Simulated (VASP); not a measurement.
## Y: electric field gradients with LDA

Crystal: Y.

```xyz
1
Lattice="0.0000 2.4850 2.4850 2.4850 0.0000 2.4850 2.4850 2.4850 0.0000" Properties=species:S:1:pos:R:3 pbc="T T T"
Y     0.0000    0.0000    0.0000
```

This isn't the form of Y at room conditions, which is hcp.

```yaml
Program: VASP 6.6.1
Task: electric field gradients
Functional: LDA
Potentials_or_basis: VASP PAW LDA potentials, release 64 (Y_sv)
Cutoff: 520 eV
k_mesh: 14 × 14 × 14
Occupations: fermi-dirac, width 0.03 eV
Spin: no spin polarisation
Dipole_correction: no
Further_INCAR_settings: ALGO = Normal; EDIFF = 1e-08; NBANDS = 12
```

- Pressure: -1.9 GPa
- Band gap on the k mesh: zero (an odd number of electrons rules out a gap without spin polarisation)
- Largest electric field gradient by atom: zero within the noise of the run

Levels at points of the mesh, in eV from the Fermi level:
| k point | band 1 | band 2 | band 3 | band 4 | band 5 | band 6 | band 7 | band 8 | band 9 | band 10 |
| --- | --- | --- | --- | --- | --- | --- | --- | --- | --- | --- |
| (0.00, 0.00, 0.00) | -42.33 | -22.10 | -22.10 | -22.10 | -4.85 | 1.77 | 1.77 | 1.77 | 3.91 | 3.91 |
| (0.50, 0.00, 0.00) | -42.24 | -22.80 | -22.19 | -22.19 | -2.09 | 0.86 | 1.59 | 1.59 | 5.50 | 5.50 |
| (0.50, 0.50, 0.00) | -42.21 | -22.75 | -22.35 | -22.35 | -1.91 | -1.03 | 2.39 | 5.51 | 5.96 | 5.96 |

It took 17 s on 1 thread of Intel(R) Xeon(R) 6975P-C (Granite Rapids), on a shared host, peak memory 0.18 GiB.
